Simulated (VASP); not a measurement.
Wanted: the native input for a VASP 6.6.1 run.

| Property | Result |
| --- | --- |
| Task | single point |
| Functional | r2SCAN |
| Potentials or basis | VASP PAW PBE potentials, release 64 (Hf_pv) |
| Cutoff | 520 eV |
| k mesh | 16 × 16 × 16 |
| Occupations | gaussian, width 0.1 eV |
| Spin | no spin polarisation |
| Dipole correction | no |
| Further INCAR settings | ALGO = Normal; EDIFF = 1e-06; NBANDS = 11 |

Hf:

```
Hf
1.0
     0.00000    2.26183    2.26183
     2.26183    0.00000    2.26183
     2.26183    2.26183    0.00000
Hf
1
Direct
  0.00000 0.00000 0.00000
```

This cell differs from its parent crystal: volume scaled by 1.03.

One way to write it, as run:

POSCAR

```
Hf
1.0
    0.0000000000      2.2618292733      2.2618292733
    2.2618292733      0.0000000000      2.2618292733
    2.2618292733      2.2618292733      0.0000000000
Hf
1
Direct
    0.0000000000      0.0000000000      0.0000000000
```

INCAR.step1

```
  PREC = Accurate
  ENCUT = 520
  ISMEAR = 0
  SIGMA = 0.1
  LREAL = False
  LASPH = True
  NELM = 100
  NBANDS = 11
  GGA = PE
  ALGO = Normal
  EDIFF = 1E-4
  LWAVE = True
  LCHARG = False
```

INCAR.step2

```
  PREC = Accurate
  ENCUT = 520
  EDIFF = 1E-6
  ISMEAR = 0
  SIGMA = 0.1
  LREAL = False
  LASPH = True
  NELM = 100
  ALGO = Normal
  ISIF = 2
  LWAVE = False
  LCHARG = True
  METAGGA = R2SCAN
  LMIXTAU = True
  LELF = True
  LVHAR = True
  NBANDS = 11
  ISTART = 1
```

KPOINTS

```
regular mesh
0
Gamma
  16 16 16
```

Potentials or basis: VASP PAW PBE potentials, release 64 (Hf_pv).

Run with:

```bash
$ cat potpaw_PBE.64/Hf_pv/POTCAR > POTCAR
$ cp INCAR.step1 INCAR
$ mpirun -np 1 vasp_std > vasp.out
$ cp INCAR.step2 INCAR
$ mpirun -np 1 vasp_std > vasp.out
```

Results of the run:

The pressure is -3.4 GPa and the band gap on the k mesh is zero (band 5 reaches 5.96 eV, above the bottom of band 6 at 3.95 eV).

Caveat: the PAW data sets were made with another functional, which shifts forces and pressure a little; spin-orbit coupling is left out, which moves the levels of the heavy elements.

Run time: 50 s on 1 thread of Intel(R) Xeon(R) Platinum 8488C (Sapphire Rapids), with other jobs on the host, peak memory 0.17 GiB.
